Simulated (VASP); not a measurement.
# Mg3HO3 in VASP: further runs

Runs on Mg3HO3. Level: PBEsol. Tasks: single point.

Program: VASP 6.6.1. These are calculated values, not measurements. Logs are shortened: lines on timing, memory, paths and dates and some standing lists are left out, and cuts for length are marked.

### 1 The cell of the first run

The cell holds a slab with vacuum, 7 atoms: a = 2.980 Å, b = 2.980 Å, c = 21.240 Å, α = 90.00°, β = 90.00°, γ = 90.00°.

### 2 Single point, PBEsol, collinear spin

Contents of INCAR:

```
ALGO = Normal ; DIPOL = 0.5 0.5 0.307
EDIFF = 1E-6 ; ENCUT = 520
GGA = PS ; IDIPOL = 3
ISIF = 2 ; ISMEAR = 0
ISPIN = 2 ; LASPH = T
LCHARG = F ; LDIPOL = T
LORBIT = 11 ; LREAL = F
LWAVE = F ; MAGMOM = 0 0 0 0 0 0 1
NBANDS = 26 ; NELM = 150
PREC = Accurate ; SIGMA = 0.05
```

Contents of KPOINTS:

```
k-points
0
Gamma
  9 9 1
```

Contents of POSCAR:

```
Mg3HO3
1.0
    2.9804137519      0.0000000000      0.0000000000
    0.0000000000      2.9804137519      0.0000000000
    0.0000000000      0.0000000000     21.2399431533
Mg O H
3 3 1
Direct
    0.5000000000      0.5000000000      0.1883244212
    0.0000000000      0.0000000000      0.2877909891
    0.5000000000      0.5000000000      0.3857349348
    0.0000000000      0.0000000000      0.1883244212
    0.5000000000      0.5000000000      0.2873494718
    0.0000000000      0.0000000000      0.3879456312
    0.5000000000      0.0000000000      0.4265521375
```

Potentials or basis: VASP PAW PBE potentials, release 64 (Mg, O, H).

Started as:

```console
$ cat potpaw_PBE.64/Mg/POTCAR potpaw_PBE.64/O/POTCAR potpaw_PBE.64/H/POTCAR > POTCAR
$ mpirun -np 1 vasp_std > vasp.out
```

OUTCAR:

```text
EDIFF = 1E-6
   ENCUT = 520
   GGA = PS
   ISIF = 2
   ISMEAR = 0
   ISPIN = 2
   LASPH = T
   LORBIT = 11
   LREAL = F
   NELM = 150
   PREC = Accurate

 ion  position               nearest neighbor table
   1  0.500  0.500  0.188-   5 2.10   4 2.11   4 2.11   4 2.11   4 2.11   2 2.98   2 2.98   2 2.98
                             2 2.98
   2  0.000  0.000  0.288-   5 2.11   5 2.11   5 2.11   5 2.11   4 2.11   6 2.13   3 2.96   3 2.96
                             3 2.96   3 2.96   1 2.98   1 2.98   1 2.98   1 2.98
   3  0.500  0.500  0.386-   7 1.72   7 1.72   5 2.09   6 2.11   6 2.11   6 2.11   6 2.11   2 2.96
                             2 2.96   2 2.96   2 2.96
   4  0.000  0.000  0.188-   1 2.11   1 2.11   1 2.11   1 2.11   2 2.11
   5  0.500  0.500  0.287-   3 2.09   1 2.10   2 2.11   2 2.11   2 2.11   2 2.11
   6  0.000  0.000  0.388-   3 2.11   3 2.11   3 2.11   3 2.11   2 2.13
   7  0.500  0.000  0.427-   3 1.72   3 1.72

  LATTYP: Found a simple tetragonal cell.
 ALAT       =     2.9804137519
 C/A-ratio  =     7.1265082372

  Lattice vectors:

 A1 = (   2.9804137519,   0.0000000000,   0.0000000000)
 A2 = (   0.0000000000,   2.9804137519,   0.0000000000)
 A3 = (   0.0000000000,   0.0000000000,  21.2399431533)

Analysis of symmetry for initial positions (statically):
=====================================================================
 Subroutine PRICEL returns:
 Original cell was already a primitive cell.

 Routine SETGRP: Setting up the symmetry group for a
 simple tetragonal supercell.

 Subroutine GETGRP returns: Found  4 space group operations
 (whereof  4 operations were pure point group operations)
 out of a pool of 16 trial point group operations.

The static configuration has the point symmetry C_2v.

Analysis of symmetry for dynamics (positions and initial velocities):
=====================================================================
 Subroutine PRICEL returns:
 Original cell was already a primitive cell.

 Routine SETGRP: Setting up the symmetry group for a
 simple tetragonal supercell.

 Subroutine GETGRP returns: Found  4 space group operations
 (whereof  4 operations were pure point group operations)
 out of a pool of 16 trial point group operations.

The dynamic configuration has the point symmetry C_2v.

Analysis of structural, dynamic, and magnetic symmetry:
=====================================================================
 Subroutine PRICEL returns:
 Original cell was already a primitive cell.

 Routine SETGRP: Setting up the symmetry group for a
 simple tetragonal supercell.

 Subroutine GETGRP returns: Found  4 space group operations
 (whereof  4 operations were pure point group operations)
 out of a pool of 16 trial point group operations.

The overall configuration has the point symmetry C_2v.

 Subroutine INISYM returns: Found  4 space group operations
 (whereof  4 operations are pure point group operations),
 and found     1 'primitive' translations

----------------------------------------------------------------------------------------

                                     Primitive cell

  volume of cell :     188.6716

  direct lattice vectors                    reciprocal lattice vectors
     2.980413752  0.000000000  0.000000000     0.335523885  0.000000000  0.000000000
     0.000000000  2.980413752  0.000000000     0.000000000  0.335523885  0.000000000
     0.000000000  0.000000000 21.239943153     0.000000000  0.000000000  0.047081105

  length of vectors
     2.980413752  2.980413752 21.239943153     0.335523885  0.335523885  0.047081105

  position of ions in fractional coordinates (direct lattice)
     0.500000000  0.500000000  0.188324421
     0.000000000  0.000000000  0.287790989
     0.500000000  0.500000000  0.385734935
     0.000000000  0.000000000  0.188324421
     0.500000000  0.500000000  0.287349472
     0.000000000  0.000000000  0.387945631
     0.500000000  0.000000000  0.426552138

  ion indices of the primitive-cell ions
   primitive index   ion index
                 1           1
[... 58 lines left out ...]
 -0.333333  0.444444  0.000000      4.000000
   k-points           NKPTS =     25   k-points in BZ     NKDIM =     25   number of bands    NBANDS=     26
   number of dos      NEDOS =    301   number of ions     NIONS =      7
   total plane-waves  NPLWV =  92160
   dimension x,y,z NGX =    24 NGY =   24 NGZ =  160
   dimension x,y,z NGXF=    48 NGYF=   48 NGZF=  320
   ions per type =               3   3   1
   NGX,Y,Z   is equivalent  to a cutoff of  13.39, 13.39, 12.52 a.u.
   NGXF,Y,Z  is equivalent  to a cutoff of  26.77, 26.77, 25.05 a.u.
 SYSTEM =  unknown system
   PREC   = accura    normal or accurate (medium, high low for compatibility)
   ISTART =      0    job   : 0-new  1-cont  2-samecut
   ICHARG =      2    charge: 1-file 2-atom 10-const
   ISPIN  =      2    spin polarized calculation?
   LNONCOLLINEAR =      F non collinear calculations
   LSORBIT =      F    spin-orbit coupling
   LASPH  =      T    aspherical Exc in radial PAW
   ENCUT  =  520.0 eV  38.22 Ry    6.18 a.u.   5.54  5.54 39.49*2*pi/ulx,y,z
   NELM   =    150;   NELMIN=  2; NELMDL= -5     # of ELM steps
   EDIFF  = 0.1E-05   stopping-criterion for ELM
   LREAL  =      F    real-space projection
[... 7 lines left out ...]
   TEBEG  =    0.0;   TEEND  =   0.0 temperature during run
   PSTRESS=    0.0 pullay stress
   NELECT =      25.0000    total number of electrons
   NUPDOWN=      -1.0000    fix difference up-down
   EMIN   =  10.00;   EMAX   =-10.00  energy-range for DOS
   EFERMI =   0.00;   METHOD = LEGACY
   ISMEAR =     0;   SIGMA  =   0.05  broadening in eV -4-tet -1-fermi 0-gaus
   EFERMI_NEDOS =   21; number of points for ismear=-14 and -15
   IALGO  =     38    algorithm
   IMIX   =      4    mixing-type and parameters
     AMIX     =   0.40;   BMIX     =  1.00
     AMIX_MAG =   1.60;   BMIX_MAG =  1.00
  volume/ion in A,a.u.               =      26.95       181.89
  Fermi-wavevector in a.u.,A,eV,Ry     =   0.834615  1.577193  9.477569  0.696582
  Thomas-Fermi vector in A             =   1.948036
   LORBIT       =     11    0 simple, 1 ext, 2 COOP (PROOUT), +10 PAW based schemes
   GGA     = PS    functional components
   LHFCALC =     F    Hartree Fock is set to
   AEXX    =    0.0000 exact exchange contribution
   IVDW    =     0    specifies the selected vdW correction
   LEPSILON=     F    determine dielectric tensor
   LRPA    =     F    only Hartree local field effects (RPA)
 spin polarized calculation
 Gauss-broadening in eV      SIGMA  =   0.05
  energy-cutoff  :      520.00
  volume of cell :      188.67
 maximum number of plane-waves:      5143
 NGX is ok and might be reduce to    24
   NGX = 11   NGY = 11   NGZ = 79

 dipolmoment           0.000000      0.000000     -0.000006 electrons x Angstroem

 number of electron      24.9999986 magnetization       0.5057959

 dipolmoment           0.000000      0.000000      0.130531 electrons x Angstroem

 Free energy of the ion-electron system (eV)
  ---------------------------------------------------
  ext. energy  EPLUGINS =         0.00000000
  ---------------------------------------------------
  free energy    TOTEN  =       -36.56366950 eV

  energy without entropy =      -36.56300818  energy(sigma->0) =      -36.56333884

 E-fermi :   0.0393     XC(G=0):  -4.2582

 val. band max:       -0.0616444361   @ k =  -0.2222   0.3333   0.0000
 cond. band min:       0.0613486249   @ k =   0.2222   0.0000   0.0000
 fundamental gap:      0.1229930610
 Fermi energy:         0.0393394196

 spin component 1

 k-point     1 :       0.0000    0.0000    0.0000
  band No.  band energies     occupation
      1     -20.4887      1.00000
      2     -19.8503      1.00000
      3     -19.1701      1.00000
      4      -7.3409      1.00000
      5      -6.2951      1.00000
      6      -4.8700      1.00000
[... 637 lines left out ...]
     23       8.6298      0.00000
     24       8.9114      0.00000

 [... further k-points ...]

 spin component 2

 k-point     1 :       0.0000    0.0000    0.0000
  band No.  band energies     occupation
      1     -20.3625      1.00000
      2     -19.7011      1.00000
      3     -19.1424      1.00000
      4      -7.1150      1.00000
      5      -6.0696      1.00000
      6      -4.6237      1.00000
[... 637 lines left out ...]
     23       8.7412      0.00000
     24       8.9322      0.00000

 [... further k-points ...]

 [bands above 24 left out]

------------------------ aborting loop because EDIFF is reached ----------------------------------------

 vacuum level on the upper side and lower side of the slab       (xc-potential included)         1.294        -1.299

  FORCE on cell =-STRESS in cart. coord.  units (eV):
  Direction    XX          YY          ZZ          XY          YZ          ZX
  --------------------------------------------------------------------------------------
  -------------------------------------------------------------------------------------
  Total        1.0964564      0.9206763      2.1036546      0.0000000      0.0000000      0.0000000
  in kB        9.3109818      7.8182773     17.8639937      0.0000000      0.0000000      0.0000000
  external PRESSURE =      11.6644176 kB  Pullay stress =       0.0000000 kB

 VOLUME and BASIS-vectors are now :
 -----------------------------------------------------------------------------
  energy-cutoff  :      520.00
  volume of cell :      188.67
      direct lattice vectors                 reciprocal lattice vectors
     2.980413752  0.000000000  0.000000000     0.335523885  0.000000000  0.000000000
     0.000000000  2.980413752  0.000000000     0.000000000  0.335523885  0.000000000
     0.000000000  0.000000000 21.239943153     0.000000000  0.000000000  0.047081105

 POSITION                                       TOTAL-FORCE (eV/Angst)
 -----------------------------------------------------------------------------------
      1.49021      1.49021      4.00000         0.000000      0.000000      0.386317
      0.00000      0.00000      6.11266         0.000000      0.000000     -0.302970
      1.49021      1.49021      8.19299         0.000000      0.000000     -0.518498
      0.00000      0.00000      4.00000         0.000000      0.000000     -0.391296
      1.49021      1.49021      6.10329         0.000000      0.000000      0.040864
      0.00000      0.00000      8.23994         0.000000      0.000000     -1.136470
      1.49021      0.00000      9.05994         0.000000      0.000000      1.922054
 -----------------------------------------------------------------------------------
    total drift:                                0.000000     -0.000000      0.001217

  FREE ENERGIE OF THE ION-ELECTRON SYSTEM (eV)
  ---------------------------------------------------
  free  energy   TOTEN  =       -36.5636695014 eV

  energy  without entropy=      -36.5630081808  energy(sigma->0) =      -36.56333884

 vacuum level on the upper side and lower side of the slab         4.194         1.534

 total charge

# of ion       s       p       d       tot
------------------------------------------
    1        0.145   0.159   0.066   0.371
    2        0.154   0.183   0.079   0.415
    3        0.168   0.195   0.080   0.443
    4        1.539   3.489   0.000   5.027
    5        1.540   3.538   0.000   5.078
    6        1.586   3.423   0.000   5.009
    7        0.489   0.016   0.000   0.505
--------------------------------------------------
tot          5.621  11.002   0.226  16.849

 magnetization (x)

# of ion       s       p       d       tot
------------------------------------------
    1       -0.000   0.000   0.000  -0.000
    2        0.000   0.001   0.001   0.002
    3        0.001   0.011   0.005   0.017
    4       -0.000   0.000   0.000   0.000
    5       -0.000   0.004   0.000   0.004
    6        0.015   0.153   0.000   0.168
    7        0.118   0.001   0.000   0.118
--------------------------------------------------
tot          0.133   0.170   0.006   0.309
```

Wall time 3.4 min (1 thread of AMD EPYC 9R45 (Zen 5), shared host); peak memory 0.42 GiB.

Results:

| Property | Result |
| --- | --- |
| Free energy | -36.5637 eV |
| Largest force | 1.922 eV/Å |
| Net moment | 0.51 μB per cell |
| Site moments | Mg -0.00, +0.00, +0.02; O +0.00, +0.17 (each value once); H +0.12 μB |
| Valence electrons inside the program's atomic spheres | Mg 0.37, 0.41, 0.44; O 5.03, 5.08, 5.01; H 0.51 |

Forces on the atoms (eV/Å):
```
Mg   0.000  0.000  0.386
Mg   0.000  0.000 -0.303
Mg   0.000  0.000 -0.518
O    0.000  0.000 -0.391
O    0.000  0.000  0.041
O    0.000  0.000 -1.136
H    0.000  0.000  1.922
```

Levels at points of the mesh, in eV from the Fermi level:
Spin up:
```tsv
k point	band 10	band 11	band 12	band 13	band 14	band 15	band 16	band 17
(0.00, 0.00, 0.00)	-4.12	-3.65	-3.61	-1.88	0.10	1.87	3.03	3.16
```
Spin down:
```
           k point  band 9  band 10  band 11  band 12  band 13  band 14  band 15  band 16
(0.00, 0.00, 0.00)   -4.16    -4.02    -3.62    -3.58    -1.30     0.13     1.84     3.07
```

Caveat: a moment this small can come from the mesh or the smearing; the PAW data sets were made with another functional, which shifts forces and pressure a little.

### 3 Single point, PBEsol, collinear spin

Contents of INCAR:

```
SYSTEM = Mg3HO3
PREC = Accurate
ENCUT = 520
EDIFF = 1E-6
ISMEAR = 0
SIGMA = 0.05
LREAL = .False.
LASPH = .True.
NELM = 150
ALGO = Normal
ISIF = 2
LWAVE = .False.
LCHARG = .False.
ISPIN = 2
MAGMOM = 0 0 0 0 0 0 1
LORBIT = 11
LDIPOL = .True.
IDIPOL = 3
DIPOL = 0.5 0.5 0.312
GGA = PS
NBANDS = 26
```

Contents of KPOINTS:

```
regular mesh
0
Gamma
  9 9 1
  0 0 0
```

POSCAR, as its differences from that of step 2:

```diff
@@ -14,2 +14,2 @@
     0.0000000000      0.0000000000      0.3879456312
-    0.5000000000      0.0000000000      0.4265521375
+    0.5000000000      0.0000000000      0.4599797223
```

Potentials or basis: VASP PAW PBE potentials, release 64 (Mg, O, H).

Started as:

```console
$ cat potpaw_PBE.64/Mg/POTCAR potpaw_PBE.64/O/POTCAR potpaw_PBE.64/H/POTCAR > POTCAR
$ mpirun -np 1 vasp_std > vasp.out
```

Run time: 3.2 min. Hardware: 1 thread of AMD EPYC 9R45 (Zen 5), shared host; peak memory 0.43 GiB.

It converged, with:

```
Free energy                                           : -37.4077 eV
Largest force                                         : 0.908 eV/Å
Band gap on the k mesh                                : 0.49 eV (least direct gap 1.46 eV)
Net moment                                            : 1.00 μB per cell
Site moments                                          : Mg +0.00, +0.01 (each value once); O +0.00, +0.01, +0.21; H +0.30 μB
Valence electrons inside the program's atomic spheres : Mg 0.37, 0.41, 0.38; O 5.03, 5.08, 5.01; H 0.41
```

Forces in eV/Å, atoms in the order of the input:
```
Mg   0.000  0.000  0.432
Mg   0.000  0.000 -0.059
Mg   0.000  0.000  0.627
O    0.000  0.000 -0.422
O    0.000  0.000 -0.013
O    0.000  0.000 -0.908
H    0.000  0.000  0.342
```

Levels at points of the mesh, in eV from the valence-band top:
Spin up:
```
           k point  band 10  band 11  band 12  band 13  band 14  band 15  band 16  band 17
(0.00, 0.00, 0.00)    -2.12    -1.78    -1.73    -0.97     1.80     3.57     4.57     5.06
```
Spin down:
| k point | band 8 | band 9 | band 10 | band 11 | band 12 | band 13 | band 14 | band 15 | band 16 | band 17 |
| --- | --- | --- | --- | --- | --- | --- | --- | --- | --- | --- |
| (0.00, 0.00, 0.00) | -2.72 | -2.05 | -2.04 | -1.61 | -1.59 | 0.49 | 1.86 | 3.59 | 4.71 | 5.33 |

Caveat: semilocal functionals underestimate gaps, and a narrow one can read as zero; the PAW data sets were made with another functional, which shifts forces and pressure a little.

### 4 Single point, PBEsol, collinear spin

Contents of INCAR:

```
SYSTEM = Mg3HO3
PREC = Accurate
ENCUT = 520
EDIFF = 1E-6
ISMEAR = 0
SIGMA = 0.05
LREAL = .FALSE.
LASPH = .TRUE.
NELM = 150
ALGO = Normal
ISIF = 2
LWAVE = .FALSE.
LCHARG = .FALSE.
ISPIN = 2
MAGMOM = 0 0 0 0 0 0 1
LORBIT = 11
LDIPOL = .TRUE.
IDIPOL = 3
DIPOL = 0.5 0.5 0.320
GGA = PS
NBANDS = 26
```

Contents of KPOINTS:

```
regular mesh
0
G
  9 9 1
  0 0 0
```

POSCAR, as its differences from that of step 3:

```diff
@@ -14,2 +14,2 @@
     0.0000000000      0.0000000000      0.3879456312
-    0.5000000000      0.0000000000      0.4599797223
+    0.5000000000      0.0000000000      0.5164770486
```

Started as:

```console
$ cat potpaw_PBE.64/Mg/POTCAR potpaw_PBE.64/O/POTCAR potpaw_PBE.64/H/POTCAR > POTCAR
$ mpirun -np 1 vasp_std > vasp.out
```

It took 4.1 min on 1 thread of AMD EPYC 9R45 (Zen 5), shared host; peak memory 0.42 GiB.

It converged, with:

| Property | Result |
| --- | --- |
| Free energy | -37.3538 eV |
| Largest force | 0.437 eV/Å |
| Band gap on the k mesh | 1.47 eV |
| Net moment | 1.00 μB per cell |
| Site moments | Mg +0.00, -0.00 (each value once); O +0.00, +0.04 (each value once); H +0.36 μB |
| Valence electrons inside the program's atomic spheres | Mg 0.37, 0.41 (each value once); O 5.03, 5.08, 5.02; H 0.37 |

Forces in eV/Å, atoms in the order of the input:
```
Mg   0.000  0.000  0.437
Mg   0.000  0.000 -0.015
Mg   0.000  0.000  0.195
O    0.000  0.000 -0.423
O    0.000  0.000  0.006
O    0.000  0.000 -0.104
H    0.000  0.000 -0.097
```

Levels at points of the mesh, in eV from the valence-band top:
Spin up:
| k point | band 11 | band 12 | band 13 | band 14 | band 15 | band 16 |
| --- | --- | --- | --- | --- | --- | --- |
| (0.00, 0.00, 0.00) | -0.42 | -0.03 | -0.02 | 3.41 | 4.66 | 5.32 |
Spin down:
```
           k point  band 9  band 10  band 11  band 12  band 13  band 14  band 15  band 16
(0.00, 0.00, 0.00)   -0.41    -0.41     0.00     0.00     1.47     3.44     5.02     5.53
```

Caveat: the PAW data sets were made with another functional, which shifts forces and pressure a little.

### 5 Single point, PBEsol, collinear spin

Contents of INCAR:

```
ALGO = Normal ; DIPOL = 0.5 0.5 0.303
EDIFF = 1E-6 ; ENCUT = 520
GGA = PS ; IDIPOL = 3
ISIF = 2 ; ISMEAR = 0
ISPIN = 2 ; LASPH = T
LCHARG = T ; LDIPOL = T
LELF = T ; LORBIT = 11
LREAL = F ; LVACPOTAV = T
LVHAR = T ; LWAVE = F
MAGMOM = 0 0 0 0 0 0 1 ; NBANDS = 26
NELM = 150 ; PREC = Accurate
SIGMA = 0.05
```

Contents of KPOINTS:

```
k-points
0
Gamma
  9 9 1
```

POSCAR, as its differences from that of step 4:

```diff
@@ -14,2 +14,2 @@
     0.0000000000      0.0000000000      0.3879456312
-    0.5000000000      0.0000000000      0.5164770486
+    0.5000000000      0.0000000000      0.3978326633
```

Started as:

```console
$ cat potpaw_PBE.64/Mg/POTCAR potpaw_PBE.64/O/POTCAR potpaw_PBE.64/H/POTCAR > POTCAR
$ mpirun -np 1 vasp_std > vasp.out
```

Wall time 15 min (1 thread of Oxide Virtual Turin-like, shared host); peak memory 0.42 GiB.

Results (log left out):

```
Free energy                                           : -35.5671 eV
Largest force                                         : 1.239 eV/Å
Net moment                                            : -0.01 μB per cell
Valence electrons inside the program's atomic spheres : Mg 0.37, 0.41, 0.52; O 5.03, 5.08, 5.02; H 0.62
```

Forces on the atoms (eV/Å):
```
Mg   0.000  0.000 -0.001
Mg   0.000  0.000 -0.818
Mg   0.000  0.000 -0.957
O    0.000  0.000 -0.018
O    0.000  0.000  0.480
O    0.000  0.000  0.075
H    0.000  0.000  1.239
```

Levels at points of the mesh, in eV from the Fermi level:
Spin up:
| k point | band 11 | band 12 | band 13 | band 14 | band 15 | band 16 |
| --- | --- | --- | --- | --- | --- | --- |
| (0.00, 0.00, 0.00) | -4.19 | -4.18 | -3.51 | -0.24 | 0.19 | 1.53 |
Spin down:
```tsv
k point	band 11	band 12	band 13	band 14	band 15	band 16
(0.00, 0.00, 0.00)	-4.19	-4.18	-3.51	-0.27	0.19	1.45
```

Caveat: the PAW data sets were made with another functional, which shifts forces and pressure a little.

### 6 Overview

| cell | gap on the mesh (eV) | moment (μB) | largest force (eV/Å) |
| --- | --- | --- | --- |
| as given, atomic positions A | none | 0.51 | 1.92 |
| as given, atomic positions B | 0.49 | 1.00 | 0.91 |
| as given, atomic positions C | 1.47 | 1.00 | 0.44 |
| as given, atomic positions D | none | 0.01 | 1.24 |

Alike in all rows: task single point; level PBEsol; potentials or basis VASP PAW PBE potentials, release 64 (Mg, O, H); spin collinear; k mesh 9 × 9 × 1; cutoff (eV) 520; smearing gaussian 0.05 eV.

Caveats: the PAW data sets were made with another functional, which shifts forces and pressure a little; a moment this small can come from the mesh or the smearing (at least some runs); semilocal functionals underestimate gaps, and a narrow one can read as zero (at least some runs).

Total energies depend on the potentials used, so only differences within one code and one set of settings carry meaning.

The gap in the log of VASP goes by the Fermi energy; the results here count the filled bands.